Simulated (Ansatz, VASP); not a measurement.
## PtSe2: VASP beside Ansatz

The input INCAR:

```
SYSTEM = PtSe2
  PREC = Accurate
  ENCUT = 520
  EDIFF = 1E-8
  ISMEAR = -1
  SIGMA = 0.05
  LREAL = .FALSE.
  LASPH = .TRUE.
  NELM = 60
  ALGO = Normal
  ISIF = 2
  LWAVE = .FALSE.
  LCHARG = .FALSE.
  GGA = PE
  LEFG = .TRUE.
  NBANDS = 18
```

The input KPOINTS:

```
regular mesh
0
G
  10 10 10
  0 0 0
```

Contents of POSCAR:

```
PtSe2
1.0
    0.0000000000      3.1452373649      3.1452373649
    3.1452373649      0.0000000000      3.1452373649
    3.1452373649      3.1452373649      0.0000000000
Pt Se
1 2
Direct
    0.0000000000      0.0000000000      0.0000000000
    0.2500000000      0.2500000000      0.2500000000
    0.7500000000      0.7500000000      0.7500000000
```

Input for Ansatz:

```yaml
crystal:
  lattice:
    - [0.0, 3.1452373649, 3.1452373649]
    - [3.1452373649, 0.0, 3.1452373649]
    - [3.1452373649, 3.1452373649, 0.0]
  atoms:
    - { symbol: Pt, position: [0.0, 0.0, 0.0] }
    - { symbol: Se, position: [0.25, 0.25, 0.25] }
    - { symbol: Se, position: [0.75, 0.75, 0.75] }
kpoints:
  mp_grid: { grid: [10, 10, 10] }
  band_path:
    path:
      - [0.0, 0.0, 0.0]
      - [0.5, 0.0, 0.5]
      - [0.625, 0.25, 0.625]
      - [0.375, 0.375, 0.75]
      - [0.0, 0.0, 0.0]
      - [0.5, 0.5, 0.5]
      - [0.5, 0.25, 0.75]
      - [0.5, 0.0, 0.5]
    npoints: 14
scf:
  occupations: { method: fermi_dirac, width: 0.05 }
hamiltonian:
  xc: pbe
  pseudopotentials: { kind: paw }
output:
  forces: true
  stress: true
  eigenvalues: true
  efg: { contact_densities: true }
  populations: true
  bader: true
  dos: { projected: true, de: 0.2, e_range: [-14, 8] }
  write_density: true
  write_potential: true
  elf: true
  volumetric_format: npy
```

Alike in both runs: task electric field gradients; functional PBE; k mesh 10 × 10 × 10; occupations fermi-dirac, width 0.05 eV; no spin polarisation.

```csv
,VASP,Ansatz
version,VASP 6.6.1,Ansatz 0.2.0
potentials or method,"VASP PAW PBE potentials, release 64 (Pt, Se)","PAW with Ansatz's default frozen-core files, scalar-relativistic"
plane-wave cutoff (eV),520,420
valence electrons in the cell,22,50
```

```csv
,VASP,Ansatz,Ansatz less VASP
pressure (GPa),-0.1,0.0,+0.07
```

With one functional, cell and mesh, what is left measures potentials, basis and numerics. VASP's potentials hold 22 valence electrons a cell and Ansatz's 50, so a difference there can come from the potentials and not from the codes.

Neither program's run includes spin-orbit coupling.
